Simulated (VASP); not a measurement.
Tl: single point with PBE

The system is Tl.

```xyz
2
Lattice="-3.1557 3.1557 1.6734 3.1557 -3.1557 1.6734 3.1557 3.1557 -1.6734" Properties=species:S:1:pos:R:3 pbc="T T T"
Tl    0.0000    3.1557    0.8367
Tl    0.0000    0.0000    0.0000
```

```json
{"Program": "VASP 6.6.1", "Task": "single point", "Functional": "PBE", "Potentials or basis": "VASP PAW PBE potentials, release 64 (Tl_d)", "Cutoff": "520 eV", "k mesh": "14 × 14 × 14", "Occupations": "gaussian, width 0.1 eV", "Spin": "no spin polarisation"}
```

```
Pressure               : -0.1 GPa
Band gap on the k mesh : zero (bands 13 and 14 overlap by 5.22 eV)
```

Stress tensor (GPa, compression positive):
```
-0.02  0.00  0.00
 0.00 -0.02  0.00
 0.00  0.00 -0.12
```

Levels at points of the mesh, in eV from the Fermi level:
```csv
k point,band 9,band 10,band 11,band 12,band 13,band 14,band 15,band 16,band 17,band 18
"(0.00, 0.00, 0.00)",-11.30,-11.10,-9.42,-3.46,-0.24,-0.24,4.66,6.99,6.99,8.43
"(0.50, 0.00, 0.00)",-11.27,-11.17,-5.61,-4.09,-1.16,0.05,0.80,4.06,4.11,5.86
"(0.50, 0.50, 0.00)",-11.33,-11.33,-7.44,-7.44,2.34,2.34,2.43,2.43,7.35,7.35
"(0.50, 0.50, 0.50)",-11.43,-11.43,-6.30,-6.30,-2.81,-2.81,6.77,6.77,9.90,9.90
```

Run time: 5.1 min on 1 thread of AMD EPYC 7R43 64-Core Processor (Zen 3), on a shared host, peak memory 0.36 GiB.

Caveat: spin-orbit coupling is left out, which moves the levels of the heavy elements.
